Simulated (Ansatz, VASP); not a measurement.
# Si5C3: VASP beside Ansatz

File INCAR:

```
PREC = Accurate
ENCUT = 600
EDIFF = 1E-6
ISMEAR = 0
SIGMA = 0.1
LREAL = F
LASPH = T
NELM = 80
ALGO = Normal
ISIF = 3
LWAVE = F
LCHARG = F
GGA = PE
IBRION = 2
NSW = 100
EDIFFG = -0.01
```

KPOINTS

```
Automatic mesh
0
Gamma
  10 10 4
```

File POSCAR:

```
Si5C3
1.0
    3.1604724670      0.0000000000      0.0000000000
    0.0000000000      3.1604724670      0.0000000000
    0.0000000000      0.0000000000      9.8225459260
Si C
5 3
Direct
    0.5000000000      0.0000000000      0.3905331338
    0.0000000000      0.5000000000      0.1739705323
    0.5000000000      0.0000000000      0.8260294677
    0.0000000000      0.5000000000      0.6094668662
    0.0000000000      0.0000000000      0.0000000000
    0.5000000000      0.5000000000      0.2797801306
    0.5000000000      0.5000000000      0.7202198694
    0.0000000000      0.0000000000      0.5000000000
```

Input for Ansatz:

```yaml
crystal:
  lattice:
    - [3.160472467, 0.0, 0.0]
    - [0.0, 3.160472467, 0.0]
    - [0.0, 0.0, 9.822545926]
  atoms:
    - { symbol: Si, position: [0.5, 0.0, 0.3905331338] }
    - { symbol: Si, position: [0.0, 0.5, 0.1739705323] }
    - { symbol: Si, position: [0.5, 0.0, 0.8260294677] }
    - { symbol: Si, position: [0.0, 0.5, 0.6094668662] }
    - { symbol: Si, position: [0.0, 0.0, 0.0] }
    - { symbol: C, position: [0.5, 0.5, 0.2797801306] }
    - { symbol: C, position: [0.5, 0.5, 0.7202198694] }
    - { symbol: C, position: [0.0, 0.0, 0.5] }
basis:
  ecutwfc: 420
kpoints:
  mp_grid: { grid: [10, 10, 4] }
hamiltonian:
  xc: pbe
scf:
  occupations: { method: gaussian, width: 0.1 }
output:
  forces: true
  stress: true
  eigenvalues: true
relax:
  adjacent_minimum: "off"
  f_tol: 0.01
  max_steps: 80
  cell: { stress_tol: 0.05 }
```

Alike in both runs: task relaxation of cell and atoms; functional PBE; k mesh 10 × 10 × 4; occupations gaussian, width 0.1 eV; no spin polarisation.

|  | VASP | Ansatz |
| --- | --- | --- |
| version | VASP 6.6.1 | Ansatz 0.2.0 |
| potentials or method | VASP PAW PBE potentials, release 64 (Si, C), cutoff 600 eV | scalar-relativistic, plane waves, PAW |
| valence electrons in the cell | 32 | 32 |

|  | VASP | Ansatz | Ansatz less VASP |
| --- | --- | --- | --- |
| gap on the k mesh at the Fermi level, each at its own relaxed structure (eV) | none | none | - |
| relaxed volume (Å³/atom) | 12.35 | 12.35 | +0.008 |
| relaxed cell length with the largest relative difference (Å) | 9.571 | 9.579 | +0.0077 |

A gap of «none» marks a metal or a gap that the smearing closes.
